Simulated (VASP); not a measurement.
A run of VASP 6.6.1 is set up as follows.

File POSCAR:

```
Ir
1.0
    2.7513778946      0.0000000000      0.0000000000
   -1.3756889473      2.3827631521      0.0000000000
    0.0000000000      0.0000000000      4.4622900000
Ir
2
Direct
    0.6666666667      0.3333333333      0.7500000000
    0.3333333333      0.6666666667      0.2500000000
```

Contents of INCAR.step1:

```
SYSTEM = Ir
PREC     = Accurate       ! precision mode
ENCUT    = 520            ! plane-wave cutoff, eV
ISMEAR   = -1             ! smearing method
SIGMA    = 0.08           ! smearing width, eV
LREAL    = .FALSE.        ! projectors in reciprocal space
LASPH    = .TRUE.         ! aspherical terms in the spheres
NELM     = 150            ! most SCF steps
ISPIN    = 2              ! spin polarisation
MAGMOM   = 1.4 1.4        ! initial moments
NUPDOWN  = 2.8            ! fixed moment
LMAXMIX  = 4              ! l up to which the mixer works
NBANDS   = 20             ! bands
GGA      = PE             ! functional
ALGO     = Normal         ! electronic algorithm
EDIFF    = 1E-4           ! SCF threshold, eV
LWAVE    = .TRUE.         ! write WAVECAR
LCHARG   = .FALSE.        ! write CHGCAR
```

Contents of INCAR.step2:

```
SYSTEM = Ir
PREC     = Accurate       ! precision mode
ENCUT    = 520            ! plane-wave cutoff, eV
EDIFF    = 1E-7           ! SCF threshold, eV
ISMEAR   = -1             ! smearing method
SIGMA    = 0.08           ! smearing width, eV
LREAL    = .FALSE.        ! projectors in reciprocal space
LASPH    = .TRUE.         ! aspherical terms in the spheres
NELM     = 150            ! most SCF steps
ALGO     = Normal         ! electronic algorithm
ISIF     = 2              ! what is computed and relaxed
LWAVE    = .FALSE.        ! write WAVECAR
LCHARG   = .FALSE.        ! write CHGCAR
ISPIN    = 2              ! spin polarisation
MAGMOM   = 1.4 1.4        ! initial moments
LORBIT   = 11             ! projections on sites
NUPDOWN  = 2.8            ! fixed moment
LMAXMIX  = 4              ! l up to which the mixer works
METAGGA  = R2SCAN         ! meta-GGA
LMIXTAU  = .TRUE.       
NBANDS   = 20             ! bands
ISTART   = 1
```

The input KPOINTS:

```
Automatic mesh
0
G
  14 14 8
  0 0 0
```

Potentials or basis: VASP PAW PBE potentials, release 64 (Ir).

The run is started by

```sh
$ cat potpaw_PBE.64/Ir/POTCAR > POTCAR
$ cp INCAR.step1 INCAR
$ mpirun -np 1 vasp_std > vasp.out
$ cp INCAR.step2 INCAR
$ mpirun -np 1 vasp_std > vasp.out
```

Question: What does it give for the pressure?

Answer: 9.9 GPa.

Stress tensor (GPa, compression positive):
```
 9.49  0.00  0.00
 0.00  9.49  0.00
 0.00  0.00 10.74
```

Caveat: the cell stands under pressure; the PAW data sets were made with another functional, which shifts forces and pressure a little; the total moment is fixed, so each spin has its own Fermi level and the state may be an excited one.
